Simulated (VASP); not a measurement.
# BaTiO3 (Pm-3m) in VASP: single point with revPBE+D3(BJ)

Aim: the single point of BaTiO3 with revPBE+D3(BJ).

Program: VASP 6.6.1. These are calculated values, not measurements. Logs are shortened: lines on timing, memory, paths and dates and some standing lists are left out, and cuts for length are marked.

### Step 1. The cell of the first run

Symmetry: Pm-3m, No. 221, cubic system. Conventional cell: a = 3.993 Å, b = 3.993 Å, c = 3.993 Å, α = 90.00°, β = 90.00°, γ = 90.00°. Within 3.7 Å of Ba (site symmetry m-3m) lie 12 O at 2.82 Å and 8 Ti at 3.46 Å. Ti (site symmetry m-3m) has 6 O at 2.00 Å within 2.6 Å. Within 2.6 Å of O (site symmetry 4/mmm) lie 2 Ti at 2.00 Å.

### Step 2. Single point, revPBE+D3(BJ)

Input file INCAR:

```
ALGO = Normal
EDIFF = 1E-6
ENCUT = 1340
GGA = RE
GGA_COMPAT = False
ISIF = 2
ISMEAR = 0
IVDW = 12
LASPH = True
LCHARG = False
LREAL = False
LWAVE = False
NBANDS = 28
NELM = 120
PREC = Accurate
SIGMA = 0.01
```

Input file KPOINTS:

```
k-points
0
Gamma
  6 6 6
```

Input file POSCAR:

```
BaTiO3
1.0
    3.9933045771      0.0000000000      0.0000000000
    0.0000000000      3.9933045771      0.0000000000
    0.0000000000      0.0000000000      3.9933045771
Ba Ti O
1 1 3
Direct
    0.5000000000      0.5000000000      0.5000000000
    0.0000000000      0.0000000000      0.0000000000
    0.5000000000      0.0000000000      0.0000000000
    0.0000000000      0.0000000000      0.5000000000
    0.0000000000      0.5000000000      0.0000000000
```

Potentials or basis: VASP PAW PBE potentials, release 64 (Ba_sv, Ti_sv, O_h).

Launch:

```sh
$ cat potpaw_PBE.64/Ba_sv/POTCAR potpaw_PBE.64/Ti_sv/POTCAR potpaw_PBE.64/O_h/POTCAR > POTCAR
$ mpirun -np 1 vasp_std > vasp.out
```

OUTCAR:

```text
EDIFF = 1E-6
   ENCUT = 1340
   GGA = RE
   ISIF = 2
   ISMEAR = 0
   IVDW = 12
   LASPH = True
   LREAL = False
   NELM = 120
   PREC = Accurate
 IVDW          = 12

 ion  position               nearest neighbor table
   1  0.500  0.500  0.500-   3 2.82   4 2.82   5 2.82   3 2.82   5 2.82   3 2.82   4 2.82   3 2.82
                             4 2.82   5 2.82   5 2.82   4 2.82   2 3.46   2 3.46   2 3.46   2 3.46
   2  0.000  0.000  0.000-   3 2.00   4 2.00   5 2.00   4 2.00   5 2.00   3 2.00   1 3.46   1 3.46
                             1 3.46   1 3.46   1 3.46   1 3.46   1 3.46   1 3.46
   3  0.500  0.000  0.000-   2 2.00   2 2.00   1 2.82   1 2.82   1 2.82   1 2.82
   4  0.000  0.000  0.500-   2 2.00   2 2.00   1 2.82   1 2.82   1 2.82   1 2.82
   5  0.000  0.500  0.000-   2 2.00   2 2.00   1 2.82   1 2.82   1 2.82   1 2.82

  LATTYP: Found a simple cubic cell.
 ALAT       =     3.9933045771

  Lattice vectors:

 A1 = (   3.9933045771,   0.0000000000,   0.0000000000)
 A2 = (   0.0000000000,   3.9933045771,   0.0000000000)
 A3 = (   0.0000000000,   0.0000000000,   3.9933045771)

Analysis of symmetry for initial positions (statically):
=====================================================================
 Subroutine PRICEL returns:
 Original cell was already a primitive cell.

 Routine SETGRP: Setting up the symmetry group for a
 simple cubic supercell.

 Subroutine GETGRP returns: Found 48 space group operations
 (whereof 48 operations were pure point group operations)
 out of a pool of 48 trial point group operations.

The static configuration has the point symmetry O_h .

Analysis of symmetry for dynamics (positions and initial velocities):
=====================================================================
 Subroutine PRICEL returns:
 Original cell was already a primitive cell.

 Routine SETGRP: Setting up the symmetry group for a
 simple cubic supercell.

 Subroutine GETGRP returns: Found 48 space group operations
 (whereof 48 operations were pure point group operations)
 out of a pool of 48 trial point group operations.

The dynamic configuration has the point symmetry O_h .

 Subroutine INISYM returns: Found 48 space group operations
 (whereof 48 operations are pure point group operations),
 and found     1 'primitive' translations

----------------------------------------------------------------------------------------

                                     Primitive cell

  volume of cell :      63.6792

  direct lattice vectors                    reciprocal lattice vectors
     3.993304577  0.000000000  0.000000000     0.250419166  0.000000000  0.000000000
     0.000000000  3.993304577  0.000000000     0.000000000  0.250419166  0.000000000
     0.000000000  0.000000000  3.993304577     0.000000000  0.000000000  0.250419166

  length of vectors
     3.993304577  3.993304577  3.993304577     0.250419166  0.250419166  0.250419166

  position of ions in fractional coordinates (direct lattice)
     0.500000000  0.500000000  0.500000000
     0.000000000  0.000000000  0.000000000
     0.500000000  0.000000000  0.000000000
     0.000000000  0.000000000  0.500000000
     0.000000000  0.500000000  0.000000000

  ion indices of the primitive-cell ions
   primitive index   ion index
                 1           1
                 2           2
                 3           3
                 4           4
                 5           5

----------------------------------------------------------------------------------------

 KPOINTS: k-points

Automatic generation of k-mesh.
 Grid dimensions read from file:
 generate k-points for:    6    6    6

 Generating k-lattice:

  Cartesian coordinates                     Fractional coordinates (reciprocal lattice)
     0.041736528  0.000000000  0.000000000     0.166666667  0.000000000  0.000000000
     0.000000000  0.041736528  0.000000000     0.000000000  0.166666667  0.000000000
     0.000000000  0.000000000  0.041736528     0.000000000  0.000000000  0.166666667

  Length of vectors
     0.041736528  0.041736528  0.041736528

  Shift w.r.t. Gamma in fractional coordinates (k-lattice)
     0.000000000  0.000000000  0.000000000

 Subroutine IBZKPT returns following result:
 ===========================================

 Found     20 irreducible k-points:

 Following reciprocal coordinates:
            Coordinates               Weight
  0.000000  0.000000  0.000000      1.000000
  0.166667  0.000000  0.000000      6.000000
  0.333333  0.000000  0.000000      6.000000
  0.500000  0.000000  0.000000      3.000000
  0.166667  0.166667  0.000000     12.000000
  0.333333  0.166667  0.000000     24.000000
[... 12 lines left out ...]
  0.500000  0.500000  0.333333      6.000000
  0.500000  0.500000  0.500000      1.000000
   k-points           NKPTS =     20   k-points in BZ     NKDIM =     20   number of bands    NBANDS=     28
   number of dos      NEDOS =    301   number of ions     NIONS =      5
   total plane-waves  NPLWV = 110592
   dimension x,y,z NGX =    48 NGY =   48 NGZ =   48
   dimension x,y,z NGXF=    96 NGYF=   96 NGZF=   96
   ions per type =               1   1   3
   NGX,Y,Z   is equivalent  to a cutoff of  19.98, 19.98, 19.98 a.u.
   NGXF,Y,Z  is equivalent  to a cutoff of  39.97, 39.97, 39.97 a.u.
 SYSTEM =  unknown system
   PREC   = accura    normal or accurate (medium, high low for compatibility)
   ISTART =      0    job   : 0-new  1-cont  2-samecut
   ICHARG =      2    charge: 1-file 2-atom 10-const
   ISPIN  =      1    spin polarized calculation?
   LNONCOLLINEAR =      F non collinear calculations
   LSORBIT =      F    spin-orbit coupling
   LASPH  =      T    aspherical Exc in radial PAW
   ENCUT  = 1340.0 eV  98.49 Ry    9.92 a.u.  11.92 11.92 11.92*2*pi/ulx,y,z
   NELM   =    120;   NELMIN=  2; NELMDL= -5     # of ELM steps
   EDIFF  = 0.1E-05   stopping-criterion for ELM
   LREAL  =      F    real-space projection
   EDIFFG = 0.1E-04   stopping-criterion for IOM
   NSW    =      0    number of steps for IOM
   IBRION =     -1    ionic relax: 0-MD 1-quasi-New 2-CG
   NFREE  =      0    steps in history (QN), initial steepest desc. (CG)
   ISIF   =      2    stress and relaxation
   ISYM   =      2    0-nonsym 1-usesym 2-fastsym
   POTIM  = 0.5000    time-step for ionic-motion
   TEBEG  =    0.0;   TEEND  =   0.0 temperature during run
   PSTRESS=    0.0 pullay stress
   NELECT =      40.0000    total number of electrons
   NUPDOWN=      -1.0000    fix difference up-down
   EMIN   =  10.00;   EMAX   =-10.00  energy-range for DOS
   EFERMI =   0.00;   METHOD = LEGACY
   ISMEAR =     0;   SIGMA  =   0.01  broadening in eV -4-tet -1-fermi 0-gaus
   EFERMI_NEDOS =   21; number of points for ismear=-14 and -15
   IALGO  =     38    algorithm
   IMIX   =      4    mixing-type and parameters
     AMIX     =   0.40;   BMIX     =  1.00
     AMIX_MAG =   1.60;   BMIX_MAG =  1.00
  volume/ion in A,a.u.               =      12.74        85.95
  Fermi-wavevector in a.u.,A,eV,Ry     =   1.402046  2.649484 26.745437  1.965734
  Thomas-Fermi vector in A             =   2.524847
   LORBIT       =      0    0 simple, 1 ext, 2 COOP (PROOUT), +10 PAW based schemes
   GGA     = RE    functional components
   LHFCALC =     F    Hartree Fock is set to
   AEXX    =    0.0000 exact exchange contribution
   IVDW    =    12    specifies the selected vdW correction
   LEPSILON=     F    determine dielectric tensor
   LRPA    =     F    only Hartree local field effects (RPA)
 non-spin polarized calculation
 Gauss-broadening in eV      SIGMA  =   0.01
  energy-cutoff  :     1340.00
  volume of cell :       63.68
 maximum number of plane-waves:      7123
 NGX is ok and might be reduce to    48
   NGX = 23   NGY = 23   NGZ = 23

 number of electron      40.0000001 magnetization

 Free energy of the ion-electron system (eV)
  ---------------------------------------------------
  ext. energy  EPLUGINS =         0.00000000
  ---------------------------------------------------
  free energy    TOTEN  =       -38.16226308 eV

  energy without entropy =      -38.16226308  energy(sigma->0) =      -38.16226308

 E-fermi :   4.4769     XC(G=0): -11.1503

 val. band max:        4.3503845123   @ k =   0.5000   0.5000   0.5000
 cond. band min:       6.1389580485   @ k =   0.0000   0.0000   0.0000
 fundamental gap:      1.7885735362
 Fermi energy:         4.4768975237

 k-point     1 :       0.0000    0.0000    0.0000
  band No.  band energies     occupation
      1     -52.3714      2.00000
      2     -28.5313      2.00000
      3     -28.5313      2.00000
      4     -28.5313      2.00000
      5     -20.4808      2.00000
      6     -12.6226      2.00000
[... 20 lines left out ...]
     27       9.4893      0.00000
     28      11.9314      0.00000

 k-point     2 :       0.1667    0.0000    0.0000
  band No.  band energies     occupation
      1     -52.3711      2.00000
      2     -28.5449      2.00000
      3     -28.5308      2.00000
      4     -28.5308      2.00000
      5     -20.4507      2.00000
      6     -12.6445      2.00000
[... 20 lines left out ...]
     27      10.0254      0.00000
     28      12.5842      0.00000

 k-point     3 :       0.3333    0.0000    0.0000
  band No.  band energies     occupation
      1     -52.3706      2.00000
      2     -28.5718      2.00000
      3     -28.5298      2.00000
      4     -28.5298      2.00000
      5     -20.3893      2.00000
      6     -12.7726      2.00000
[... 20 lines left out ...]
     27      11.2758      0.00000
     28      12.6789      0.00000

 k-point     4 :       0.5000    0.0000    0.0000
  band No.  band energies     occupation
      1     -52.3703      2.00000
      2     -28.5851      2.00000
      3     -28.5293      2.00000
      4     -28.5293      2.00000
      5     -20.3579      2.00000
      6     -12.8580      2.00000
[... 454 lines left out ...]
     27      12.1116      0.00000
     28      12.1619      0.00000

 k-point    19 :       0.5000    0.5000    0.3333
  band No.  band energies     occupation
      1     -52.3686      2.00000
      2     -28.5797      2.00000
      3     -28.5797      2.00000
      4     -28.5663      2.00000
      5     -20.2290      2.00000
      6     -11.8616      2.00000
[... 20 lines left out ...]
     27      11.7929      0.00000
     28      12.0965      0.00000

 k-point    20 :       0.5000    0.5000    0.5000
  band No.  band energies     occupation
      1     -52.3683      2.00000
      2     -28.5791      2.00000
      3     -28.5791      2.00000
      4     -28.5791      2.00000
      5     -20.2120      2.00000
      6     -11.7127      2.00000
[... 20 lines left out ...]
     27      12.0967      0.00000
     28      12.0967      0.00000

------------------------ aborting loop because EDIFF is reached ----------------------------------------

 Edisp (eV)   -2.45444

 E8    (eV) :    -1.7202

  FORCE on cell =-STRESS in cart. coord.  units (eV):
  Direction    XX          YY          ZZ          XY          YZ          ZX
  --------------------------------------------------------------------------------------
  -------------------------------------------------------------------------------------
  Total       0.65960     0.65960     0.65960    -0.00000    -0.00000     0.00000
  in kB      16.59560    16.59560    16.59560    -0.00000    -0.00000     0.00000
  external pressure =       16.60 kB  Pullay stress =        0.00 kB

 VOLUME and BASIS-vectors are now :
 -----------------------------------------------------------------------------
  energy-cutoff  :     1340.00
  volume of cell :       63.68
      direct lattice vectors                 reciprocal lattice vectors
     3.993304577  0.000000000  0.000000000     0.250419166  0.000000000  0.000000000
     0.000000000  3.993304577  0.000000000     0.000000000  0.250419166  0.000000000
     0.000000000  0.000000000  3.993304577     0.000000000  0.000000000  0.250419166

 POSITION                                       TOTAL-FORCE (eV/Angst)
 -----------------------------------------------------------------------------------
      1.99665      1.99665      1.99665         0.000000      0.000000      0.000000
      0.00000      0.00000      0.00000         0.000000      0.000000      0.000000
      1.99665      0.00000      0.00000         0.000000      0.000000      0.000000
      0.00000      0.00000      1.99665         0.000000      0.000000      0.000000
      0.00000      1.99665      0.00000         0.000000      0.000000      0.000000
 -----------------------------------------------------------------------------------
    total drift:                                0.000000      0.000000      0.000000

  FREE ENERGIE OF THE ION-ELECTRON SYSTEM (eV)
  ---------------------------------------------------
  free  energy   TOTEN  =       -40.6167077391 eV

  energy  without entropy=      -40.6167077391  energy(sigma->0) =      -40.61670774
```

Run time: 99 s. Hardware: 1 thread of Intel Xeon Platinum 8559C (Emerald Rapids), shared host; peak memory 0.42 GiB.

Results:

```yaml
Free_energy: -40.6167 eV
Pressure: 1.7 GPa
Band_gap_on_the_k_mesh: 1.79 eV (least direct gap 1.93 eV)
Dispersion_energy_per_atom: -0.491 eV
```

Levels at points of the mesh, in eV from the valence-band top:
```csv
k point,band 18,band 19,band 20,band 21,band 22,band 23
"(0.00, 0.00, 0.00)",-0.14,-0.14,-0.14,1.79,1.79,1.79
"(0.50, 0.00, 0.00)",-1.83,-0.71,-0.71,1.95,3.53,3.53
"(0.50, 0.50, 0.00)",-0.87,-0.87,-0.09,3.54,3.54,3.96
"(0.50, 0.50, 0.50)",0.00,0.00,0.00,4.21,4.21,4.21
```

Caveat: the PAW data sets were made with another functional, which shifts forces and pressure a little; spin-orbit coupling is left out, which moves the levels of the heavy elements. A k mesh can miss the band edges.
